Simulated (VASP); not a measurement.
A run of VASP 6.6.1 is set up as follows.

POSCAR

```
ZnO
1.0
   -3.2849053426      3.2849053426      3.2849053426
    3.2849053426     -3.2849053426      3.2849053426
    3.2849053426      3.2849053426     -3.2849053426
Zn O
6 6
Direct
    0.1250000000      0.7500000000      0.8750000000
    0.6250000000      0.3750000000      0.2500000000
    0.7500000000      0.8750000000      0.1250000000
    0.8750000000      0.1250000000      0.7500000000
    0.3750000000      0.2500000000      0.6250000000
    0.2500000000      0.6250000000      0.3750000000
    0.7500000000      0.3750000000      0.6250000000
    0.1250000000      0.8750000000      0.2500000000
    0.2500000000      0.1250000000      0.8750000000
    0.3750000000      0.6250000000      0.7500000000
    0.8750000000      0.2500000000      0.1250000000
    0.6250000000      0.7500000000      0.3750000000
```

INCAR.step1

```
ALGO     = Normal         # electronic algorithm
EDIFF    = 1E-4           # SCF threshold, eV
ENCUT    = 520            # plane-wave cutoff, eV
GGA      = PE             # functional
ISMEAR   = 0              # smearing method
LASPH    = True           # aspherical terms in the spheres
LCHARG   = False          # write CHGCAR
LREAL    = False          # projectors in reciprocal space
LWAVE    = True           # write WAVECAR
NBANDS   = 66             # bands
NELM     = 100            # most SCF steps
PREC     = Accurate       # precision mode
SIGMA    = 0.02           # smearing width, eV
```

Contents of INCAR.step2:

```
ALGO     = Normal         # electronic algorithm
EDIFF    = 1E-7           # SCF threshold, eV
ENCUT    = 520            # plane-wave cutoff, eV
ISIF     = 2              # what is computed and relaxed
ISMEAR   = 0              # smearing method
ISTART   = 1            
LASPH    = True           # aspherical terms in the spheres
LCHARG   = True           # write CHGCAR
LELF     = True           # ELF
LMIXTAU  = True         
LREAL    = False          # projectors in reciprocal space
LVHAR    = True         
LWAVE    = False          # write WAVECAR
METAGGA  = R2SCAN         # meta-GGA
NBANDS   = 66             # bands
NELM     = 100            # most SCF steps
PREC     = Accurate       # precision mode
SIGMA    = 0.02           # smearing width, eV
```

KPOINTS

```
k-points
0
Gamma
  8 8 8
```

Potentials or basis: VASP PAW PBE potentials, release 64 (Zn, O).

The run is started by

```console
$ cat potpaw_PBE.64/Zn/POTCAR potpaw_PBE.64/O/POTCAR > POTCAR
$ cp INCAR.step1 INCAR
$ mpirun -np 1 vasp_std > vasp.out
$ cp INCAR.step2 INCAR
$ mpirun -np 1 vasp_std > vasp.out
```

(1) Estimate the pressure.

(2) What does it give for the band gap on the k mesh?

Answers

(1) -5.3 GPa.

(2) 0.88 eV.

Caveat: the cell stands under tension; the PAW data sets were made with another functional, which shifts forces and pressure a little.
